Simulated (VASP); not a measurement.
# YGa3As2 (P-4m2) in VASP: further runs

The runs below take YGa3As2 through single point, relaxation of cell and atoms, with PBE.

Program: VASP 6.6.1. These are calculated values, not measurements. Logs are shortened: lines on timing, memory, paths and dates and some standing lists are left out, and cuts for length are marked.

### Step 1. The cell of the first run

Symmetry: P-4m2, No. 115, tetragonal system. Conventional cell: a = 4.372 Å, b = 4.372 Å, c = 6.183 Å, α = 90.00°, β = 90.00°, γ = 90.00°. Y (site symmetry -4m2) has 4 As at 2.68 Å and 6 Ga at 3.09 Å within 3.5 Å. Within 3.5 Å of Ga (site symmetry -4m2) lie 4 As at 2.68 Å and 2 Ga at 3.09 Å and 4 Y at 3.09 Å. Within 3.5 Å of Ga (site symmetry -4m2) lie 4 As at 2.68 Å and 2 Y at 3.09 Å and 4 Ga at 3.09 Å. Ga (site symmetry -4m2) has 4 As at 2.68 Å and 6 Ga at 3.09 Å within 3.5 Å. As (site symmetry 2mm) has 2 Y at 2.68 Å and 6 Ga at 2.68 Å within 3.5 Å.

### Step 2. Single point, PBE

File INCAR:

```
SYSTEM = YGa3As2
  PREC = Accurate
  ENCUT = 520
  EDIFF = 1E-6
  ISMEAR = 0
  SIGMA = 0.1
  LREAL = .FALSE.
  LASPH = .TRUE.
  NELM = 60
  ALGO = Normal
  ISIF = 2
  LWAVE = .FALSE.
  LCHARG = .TRUE.
  GGA = PE
  LELF = .TRUE.
  LVHAR = .TRUE.
  NBANDS = 39
```

File KPOINTS:

```
regular mesh
0
G
  4 4 4
  0 0 0
```

File POSCAR:

```
YGa3As2
1.0
    4.3723391900      0.0000000000      0.0000000000
    0.0000000000      4.3723391900      0.0000000000
    0.0000000000      0.0000000000      6.1834213800
Y Ga As
1 3 2
Direct
    0.5000000000      0.5000000000      0.0000000000
    0.0000000000      0.0000000000      0.0000000000
    0.5000000000      0.5000000000      0.5000000000
    0.0000000000      0.0000000000      0.5000000000
    0.5000000000      0.0000000000      0.7500000000
    0.0000000000      0.5000000000      0.2500000000
```

Potentials or basis: VASP PAW PBE potentials, release 64 (Y_sv, Ga_d, As).

Launch:

```console
cat potpaw_PBE.64/Y_sv/POTCAR potpaw_PBE.64/Ga_d/POTCAR potpaw_PBE.64/As/POTCAR > POTCAR
mpirun -np 1 vasp_std > vasp.out
```

OUTCAR:

```text
SYSTEM = YGa3As2
   PREC = Accurate
   ENCUT = 520
   EDIFF = 1E-6
   ISMEAR = 0
   LREAL = .FALSE.
   LASPH = .TRUE.
   NELM = 60
   ISIF = 2
   GGA = PE

 ion  position               nearest neighbor table
   1  0.500  0.500  0.000-   5 2.68   6 2.68   5 2.68   6 2.68   3 3.09   3 3.09   2 3.09   2 3.09
                             2 3.09   2 3.09
   2  0.000  0.000  0.000-   5 2.68   6 2.68   6 2.68   5 2.68   1 3.09   1 3.09   1 3.09   1 3.09

   3  0.500  0.500  0.500-   5 2.68   6 2.68   5 2.68   6 2.68   1 3.09   1 3.09
   4  0.000  0.000  0.500-   5 2.68   6 2.68   6 2.68   5 2.68
   5  0.500  0.000  0.750-   1 2.68   2 2.68   3 2.68   4 2.68   1 2.68   3 2.68   2 2.68   4 2.68

   6  0.000  0.500  0.250-   1 2.68   2 2.68   3 2.68   4 2.68   2 2.68   4 2.68   1 2.68   3 2.68

  LATTYP: Found a simple tetragonal cell.
 ALAT       =     4.3723391900
 C/A-ratio  =     1.4142135620

  Lattice vectors:

 A1 = (   4.3723391900,   0.0000000000,   0.0000000000)
 A2 = (   0.0000000000,   4.3723391900,   0.0000000000)
 A3 = (   0.0000000000,   0.0000000000,   6.1834213800)

Analysis of symmetry for initial positions (statically):
=====================================================================
 Subroutine PRICEL returns:
 Original cell was already a primitive cell.

 Routine SETGRP: Setting up the symmetry group for a
 simple tetragonal supercell.

 Subroutine GETGRP returns: Found  8 space group operations
 (whereof  8 operations were pure point group operations)
 out of a pool of 16 trial point group operations.

The static configuration has the point symmetry D_2d.

Analysis of symmetry for dynamics (positions and initial velocities):
=====================================================================
 Subroutine PRICEL returns:
 Original cell was already a primitive cell.

 Routine SETGRP: Setting up the symmetry group for a
 simple tetragonal supercell.

 Subroutine GETGRP returns: Found  8 space group operations
 (whereof  8 operations were pure point group operations)
 out of a pool of 16 trial point group operations.

The dynamic configuration has the point symmetry D_2d.

 Subroutine INISYM returns: Found  8 space group operations
 (whereof  8 operations are pure point group operations),
 and found     1 'primitive' translations

----------------------------------------------------------------------------------------

                                     Primitive cell

  volume of cell :     118.2106

  direct lattice vectors                    reciprocal lattice vectors
     4.372339190  0.000000000  0.000000000     0.228710527  0.000000000  0.000000000
     0.000000000  4.372339190  0.000000000     0.000000000  0.228710527  0.000000000
     0.000000000  0.000000000  6.183421380     0.000000000  0.000000000  0.161722765

  length of vectors
     4.372339190  4.372339190  6.183421380     0.228710527  0.228710527  0.161722765

  position of ions in fractional coordinates (direct lattice)
     0.500000000  0.500000000  0.000000000
     0.000000000  0.000000000  0.000000000
     0.500000000  0.500000000  0.500000000
     0.000000000  0.000000000  0.500000000
     0.500000000  0.000000000  0.750000000
     0.000000000  0.500000000  0.250000000

  ion indices of the primitive-cell ions
   primitive index   ion index
                 1           1
                 2           2
                 3           3
                 4           4
                 5           5
                 6           6

----------------------------------------------------------------------------------------

 KPOINTS: regular mesh

Automatic generation of k-mesh.
 Grid dimensions read from file:
 generate k-points for:    4    4    4

 Generating k-lattice:

  Cartesian coordinates                     Fractional coordinates (reciprocal lattice)
     0.057177632  0.000000000  0.000000000     0.250000000  0.000000000  0.000000000
     0.000000000  0.057177632  0.000000000     0.000000000  0.250000000  0.000000000
     0.000000000  0.000000000  0.040430691     0.000000000  0.000000000  0.250000000

  Length of vectors
     0.057177632  0.057177632  0.040430691

  Shift w.r.t. Gamma in fractional coordinates (k-lattice)
     0.000000000  0.000000000  0.000000000

 Subroutine IBZKPT returns following result:
 ===========================================

 Found     18 irreducible k-points:

 Following reciprocal coordinates:
            Coordinates               Weight
  0.000000  0.000000  0.000000      1.000000
  0.250000  0.000000  0.000000      4.000000
  0.500000  0.000000  0.000000      2.000000
  0.250000  0.250000  0.000000      4.000000
  0.500000  0.250000  0.000000      4.000000
  0.500000  0.500000  0.000000      1.000000
[... 10 lines left out ...]
  0.500000  0.250000  0.500000      4.000000
  0.500000  0.500000  0.500000      1.000000
   k-points           NKPTS =     18   k-points in BZ     NKDIM =     18   number of bands    NBANDS=     39
   number of dos      NEDOS =    301   number of ions     NIONS =      6
   total plane-waves  NPLWV =  62208
   dimension x,y,z NGX =    36 NGY =   36 NGZ =   48
   dimension x,y,z NGXF=    72 NGYF=   72 NGZF=   96
   ions per type =               1   3   2
   NGX,Y,Z   is equivalent  to a cutoff of  13.69, 13.69, 12.91 a.u.
   NGXF,Y,Z  is equivalent  to a cutoff of  27.38, 27.38, 25.81 a.u.
 SYSTEM =  YGa3As2
   PREC   = accura    normal or accurate (medium, high low for compatibility)
   ISTART =      0    job   : 0-new  1-cont  2-samecut
   ICHARG =      2    charge: 1-file 2-atom 10-const
   ISPIN  =      1    spin polarized calculation?
   LNONCOLLINEAR =      F non collinear calculations
   LSORBIT =      F    spin-orbit coupling
   LASPH  =      T    aspherical Exc in radial PAW
   ENCUT  =  520.0 eV  38.22 Ry    6.18 a.u.   8.13  8.13 11.50*2*pi/ulx,y,z
   NELM   =     60;   NELMIN=  2; NELMDL= -5     # of ELM steps
   EDIFF  = 0.1E-05   stopping-criterion for ELM
   LREAL  =      F    real-space projection
   EDIFFG = 0.1E-04   stopping-criterion for IOM
   NSW    =      0    number of steps for IOM
   IBRION =     -1    ionic relax: 0-MD 1-quasi-New 2-CG
   NFREE  =      0    steps in history (QN), initial steepest desc. (CG)
   ISIF   =      2    stress and relaxation
   ISYM   =      2    0-nonsym 1-usesym 2-fastsym
   POTIM  = 0.5000    time-step for ionic-motion
   TEBEG  =    0.0;   TEEND  =   0.0 temperature during run
   PSTRESS=    0.0 pullay stress
   NELECT =      60.0000    total number of electrons
   NUPDOWN=      -1.0000    fix difference up-down
   EMIN   =  10.00;   EMAX   =-10.00  energy-range for DOS
   EFERMI =   0.00;   METHOD = LEGACY
   ISMEAR =     0;   SIGMA  =   0.10  broadening in eV -4-tet -1-fermi 0-gaus
   EFERMI_NEDOS =   21; number of points for ismear=-14 and -15
   IALGO  =     38    algorithm
   IMIX   =      4    mixing-type and parameters
     AMIX     =   0.40;   BMIX     =  1.00
     AMIX_MAG =   1.60;   BMIX_MAG =  1.00
  volume/ion in A,a.u.               =      19.70       132.95
  Fermi-wavevector in a.u.,A,eV,Ry     =   1.305889  2.467773 23.202657  1.705347
  Thomas-Fermi vector in A             =   2.436728
   LORBIT       =      0    0 simple, 1 ext, 2 COOP (PROOUT), +10 PAW based schemes
   GGA     = PE    functional components
   LHFCALC =     F    Hartree Fock is set to
   AEXX    =    0.0000 exact exchange contribution
   IVDW    =     0    specifies the selected vdW correction
   LEPSILON=     F    determine dielectric tensor
   LRPA    =     F    only Hartree local field effects (RPA)
 non-spin polarized calculation
 Gauss-broadening in eV      SIGMA  =   0.10
  energy-cutoff  :      520.00
  volume of cell :      118.21
 maximum number of plane-waves:      3227
 NGX is ok and might be reduce to    36
   NGX = 17   NGY = 17   NGZ = 23

 number of electron      60.0000008 magnetization

 Free energy of the ion-electron system (eV)
  ---------------------------------------------------
  ext. energy  EPLUGINS =         0.00000000
  ---------------------------------------------------
  free energy    TOTEN  =       -24.34253336 eV

  energy without entropy =      -24.30638611  energy(sigma->0) =      -24.32445974

 E-fermi :   6.0708     XC(G=0): -10.6892

 val. band max:        6.0677781657   @ k =   0.2500   0.2500   0.5000
 cond. band min:       6.0793305638   @ k =   0.2500   0.2500   0.0000
 fundamental gap:      0.0115523981
 Fermi energy:         6.0707680244

 k-point     1 :       0.0000    0.0000    0.0000
  band No.  band energies     occupation
      1     -36.4554      2.00000
      2     -16.6773      2.00000
      3     -16.6261      2.00000
      4     -16.6261      2.00000
      5      -9.3595      2.00000
      6      -9.3081      2.00000
[... 31 lines left out ...]
     38       9.7678      0.00000
     39      10.3197      0.00000

 k-point     2 :       0.2500    0.0000    0.0000
  band No.  band energies     occupation
      1     -36.4540      2.00000
      2     -16.6917      2.00000
      3     -16.6595      2.00000
      4     -16.6245      2.00000
      5      -9.3286      2.00000
      6      -9.2757      2.00000
[... 31 lines left out ...]
     38       9.8858      0.00000
     39      10.3912      0.00000

 k-point     3 :       0.5000    0.0000    0.0000
  band No.  band energies     occupation
      1     -36.4526      2.00000
      2     -16.7394      2.00000
      3     -16.6585      2.00000
      4     -16.6229      2.00000
      5      -9.2941      2.00000
      6      -9.2603      2.00000
[... 580 lines left out ...]
 k-point    17 :       0.5000    0.2500    0.5000
  band No.  band energies     occupation
      1     -36.4512      2.00000
      2     -16.7311      2.00000
      3     -16.6813      2.00000
      4     -16.6476      2.00000
      5      -9.2933      2.00000
      6      -9.2843      2.00000
[... 31 lines left out ...]
     38      10.4521      0.00000
     39      11.0079      0.00000

 k-point    18 :       0.5000    0.5000    0.5000
  band No.  band energies     occupation
      1     -36.4498      2.00000
      2     -16.7229      2.00000
      3     -16.7229      2.00000
      4     -16.6458      2.00000
      5      -9.3062      2.00000
      6      -9.3062      2.00000
[... 31 lines left out ...]
     38      12.0034      0.00000
     39      12.0045      0.00000

------------------------ aborting loop because EDIFF is reached ----------------------------------------

  FORCE on cell =-STRESS in cart. coord.  units (eV):
  Direction    XX          YY          ZZ          XY          YZ          ZX
  --------------------------------------------------------------------------------------
  -------------------------------------------------------------------------------------
  Total       10.3840760     10.3840760     11.3968480      0.0000000     -0.0000000      0.0000000
  in kB      140.7414123    140.7414123    154.4680999      0.0000000     -0.0000000      0.0000000
  external PRESSURE =     145.3169749 kB  Pullay stress =       0.0000000 kB

 VOLUME and BASIS-vectors are now :
 -----------------------------------------------------------------------------
  energy-cutoff  :      520.00
  volume of cell :      118.21
      direct lattice vectors                 reciprocal lattice vectors
     4.372339190  0.000000000  0.000000000     0.228710527  0.000000000  0.000000000
     0.000000000  4.372339190  0.000000000     0.000000000  0.228710527  0.000000000
     0.000000000  0.000000000  6.183421380     0.000000000  0.000000000  0.161722765

 POSITION                                       TOTAL-FORCE (eV/Angst)
 -----------------------------------------------------------------------------------
      2.18617      2.18617      0.00000        -0.000000      0.000000      0.000000
      0.00000      0.00000      0.00000        -0.000000     -0.000000      0.000000
      2.18617      2.18617      3.09171         0.000000     -0.000000      0.000000
      0.00000      0.00000      3.09171        -0.000000     -0.000000      0.000000
      2.18617      0.00000      4.63757        -0.000000     -0.000000     -1.547904
      0.00000      2.18617      1.54586        -0.000000     -0.000000      1.547904
 -----------------------------------------------------------------------------------
    total drift:                                0.000000      0.000000      0.000000

  FREE ENERGIE OF THE ION-ELECTRON SYSTEM (eV)
  ---------------------------------------------------
  free  energy   TOTEN  =       -24.3425333578 eV

  energy  without entropy=      -24.3063861135  energy(sigma->0) =      -24.32445974
```

Wall time 44 s (1 thread of Intel Xeon 6975P-C (Granite Rapids), shared host); peak memory 0.29 GiB.

What came out:

| Property | Result |
| --- | --- |
| Free energy | -24.3425 eV |
| Pressure | 14.5 GPa |
| Largest force | 1.548 eV/Å |
| Band gap on the k mesh | zero (band 30 reaches 6.08 eV, above the bottom of band 31 at 5.79 eV) |

Forces in eV/Å, atoms in the order of the input:
```
Y    0.000  0.000  0.000
Ga   0.000  0.000  0.000
Ga   0.000  0.000  0.000
Ga   0.000  0.000  0.000
As   0.000  0.000 -1.548
As   0.000  0.000  1.548
```

Stress tensor (GPa, compression positive):
```
14.07  0.00  0.00
 0.00 14.07  0.00
 0.00  0.00 15.45
```

Levels at points of the mesh, in eV from the Fermi level:
| k point | band 27 | band 28 | band 29 | band 30 | band 31 | band 32 | band 33 | band 34 |
| --- | --- | --- | --- | --- | --- | --- | --- | --- |
| (0.00, 0.00, 0.00) | -3.05 | -3.05 | -2.85 | -1.38 | 0.60 | 0.60 | 1.08 | 1.55 |
| (0.50, 0.00, 0.00) | -3.35 | -1.66 | -0.45 | -0.26 | 0.35 | 0.43 | 0.92 | 1.69 |
| (0.50, 0.50, 0.00) | -4.45 | -3.67 | -1.57 | -1.57 | -0.28 | 2.11 | 2.88 | 3.56 |
| (0.00, 0.00, 0.50) | -3.15 | -3.15 | -1.10 | -0.71 | 0.13 | 0.66 | 1.15 | 1.15 |
| (0.50, 0.00, 0.50) | -3.51 | -3.29 | -1.67 | -0.56 | 0.33 | 0.90 | 1.63 | 2.42 |
| (0.50, 0.50, 0.50) | -4.77 | -0.30 | -0.13 | -0.04 | -0.04 | 0.34 | 1.50 | 1.66 |

Caveat: forces of over 1 eV/Å act on the atoms, so gaps and moduli don't describe the material at rest.

### Step 3. Single point, PBE

This run uses another cell than the first one, of 23.19 Å³/atom, 1.177 times its volume.

File INCAR:

```
SYSTEM = YGa3As2
ALGO = Normal
EDIFF = 1E-7
ENCUT = 520
GGA = PE
ISIF = 2
ISMEAR = 0
LASPH = .True.
LCHARG = .False.
LREAL = .False.
LWAVE = .False.
NBANDS = 39
NELM = 60
PREC = Accurate
SIGMA = 0.1
```

File KPOINTS:

```
k-points
0
Gamma
  4 4 4
  0 0 0
```

File POSCAR:

```
YGa3As2
1.0
    4.3459575045      0.0000000000      0.0000000000
    0.0000000000      4.3459575045      0.0000000000
    0.0000000000      0.0000000000      7.3668996276
Y Ga As
1 3 2
Direct
    0.5000000000      0.5000000000      0.0000000000
    0.0000000000      0.0000000000      0.0000000000
    0.5000000000      0.5000000000      0.5000000000
    0.0000000000      0.0000000000      0.5000000000
    0.5000000000      0.0000000000      0.7025384225
    0.0000000000      0.5000000000      0.2974615775
```

Potentials or basis: VASP PAW PBE potentials, release 64 (Y_sv, Ga_d, As).

Launch:

```console
cat potpaw_PBE.64/Y_sv/POTCAR potpaw_PBE.64/Ga_d/POTCAR potpaw_PBE.64/As/POTCAR > POTCAR
mpirun -np 1 vasp_std > vasp.out
```

Run time: 54 s. Hardware: 1 thread of Intel Xeon 6975P-C (Granite Rapids), shared host; peak memory 0.29 GiB.

Results (log left out):

| Property | Result |
| --- | --- |
| Free energy | -25.7418 eV |
| Pressure | 0.3 GPa |
| Largest force | 0.057 eV/Å |
| Band gap on the k mesh | zero (band 30 reaches 4.91 eV, above the bottom of band 31 at 4.30 eV) |

Forces in eV/Å, atoms in the order of the input:
```
Y    0.000  0.000  0.000
Ga   0.000  0.000  0.000
Ga   0.000  0.000  0.000
Ga   0.000  0.000  0.000
As   0.000  0.000  0.057
As   0.000  0.000 -0.057
```

Stress tensor (GPa, compression positive):
```
0.18 0.00 0.00
0.00 0.18 0.00
0.00 0.00 0.40
```

Levels at points of the mesh, in eV from the Fermi level:
| k point | band 26 | band 27 | band 28 | band 29 | band 30 | band 31 | band 32 | band 33 | band 34 | band 35 |
| --- | --- | --- | --- | --- | --- | --- | --- | --- | --- | --- |
| (0.00, 0.00, 0.00) | -3.03 | -2.55 | -1.94 | -1.94 | -0.80 | 1.02 | 1.31 | 1.31 | 1.34 | 2.22 |
| (0.50, 0.00, 0.00) | -2.64 | -2.61 | -1.21 | -0.97 | -0.39 | -0.23 | -0.02 | 1.43 | 2.09 | 2.32 |
| (0.50, 0.50, 0.00) | -4.13 | -3.93 | -3.69 | -0.74 | -0.74 | 0.00 | 2.41 | 2.41 | 2.89 | 3.20 |
| (0.00, 0.00, 0.50) | -3.06 | -1.87 | -1.87 | -0.89 | -0.06 | 0.09 | 0.43 | 1.46 | 1.46 | 1.77 |
| (0.50, 0.00, 0.50) | -3.21 | -2.68 | -2.55 | -1.62 | -0.29 | -0.11 | 0.51 | 2.01 | 2.18 | 2.88 |
| (0.50, 0.50, 0.50) | -4.18 | -4.18 | -2.08 | -0.01 | 0.04 | 0.04 | 0.99 | 0.99 | 1.29 | 2.84 |

Caveat: the k points lie up to 0.36 Å⁻¹ apart.

(Continued in part 2 of 2.)
